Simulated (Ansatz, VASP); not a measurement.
## Al2Ru: VASP beside Ansatz

INCAR

```
  ALGO = Normal
  EDIFF = 1E-6
  ENCUT = 520
  GGA = PS
  ISIF = 2
  ISMEAR = 0
  LASPH = True
  LCHARG = True
  LELF = True
  LREAL = False
  LVHAR = True
  LWAVE = False
  NBANDS = 29
  NELM = 100
  PREC = Accurate
  SIGMA = 0.03
```

Contents of KPOINTS:

```
k-points
0
Gamma
  10 10 10
```

The input POSCAR:

```
Al2Ru
1.0
    0.0000000000      3.8680185994      4.2535269682
    2.2800520196      0.0000000000      4.2535269682
    2.2800520196      3.8680185994      0.0000000000
Al Ru
4 2
Direct
    0.0789481736      0.4210518264      0.0789481736
    0.4210518264      0.0789481736      0.4210518264
    0.1710518264      0.8289481736      0.1710518264
    0.8289481736      0.1710518264      0.8289481736
    0.7500000000      0.7500000000      0.7500000000
    0.5000000000      0.5000000000      0.5000000000
```

Input for Ansatz:

```yaml
crystal:
  lattice:
    - [0.0, 3.8680185994, 4.2535269682]
    - [2.2800520196, 0.0, 4.2535269682]
    - [2.2800520196, 3.8680185994, 0.0]
  atoms:
    - { symbol: Al, position: [0.0789481736, 0.4210518264, 0.0789481736] }
    - { symbol: Al, position: [0.4210518264, 0.0789481736, 0.4210518264] }
    - { symbol: Al, position: [0.1710518264, 0.8289481736, 0.1710518264] }
    - { symbol: Al, position: [0.8289481736, 0.1710518264, 0.8289481736] }
    - { symbol: Ru, position: [0.75, 0.75, 0.75] }
    - { symbol: Ru, position: [0.5, 0.5, 0.5] }
basis:
  ecutwfc: 420
kpoints:
  mp_grid: { grid: [10, 10, 10] }
hamiltonian:
  xc: pbesol
scf:
  occupations: { method: gaussian, width: 0.03 }
output:
  forces: true
  stress: true
  eigenvalues: true
```

Change from the starting cell: strain -0.030 along x and y, -0.030 along z, atoms carried along.

Alike in both runs: task single point; functional PBEsol; k mesh 10 × 10 × 10; occupations gaussian, width 0.03 eV; no spin polarisation.

|  | VASP | Ansatz |
| --- | --- | --- |
| version | VASP 6.6.1 | Ansatz 0.2.0 |
| potentials or method | VASP PAW PBE potentials, release 64 (Al, Ru_pv), cutoff 520 eV | scalar-relativistic, plane waves, PAW |
| valence electrons in the cell | 40 | 44 |

```csv
,VASP,Ansatz,Ansatz less VASP
gap on the k mesh at the Fermi level (eV),0.11,0.11,-0.001
least direct gap on the mesh (eV),1.39,1.39,+0.001
pressure (GPa),20.4,20.2,-0.19
"traceless stress, the component that is largest in VASP (GPa)",-1.70,-1.66,+0.037
rms of the force components (eV/Å),0.067,0.067,-0.0004
```

VASP's potentials were made for PBE, not for PBEsol. Atom by atom the forces differ by 0.000 eV/Å (rms over components). The functional is the same, so the differences come from potentials, cutoffs and numerics. VASP's potentials hold 40 valence electrons a cell and Ansatz's 44, so a difference there can come from the potentials and not from the codes.
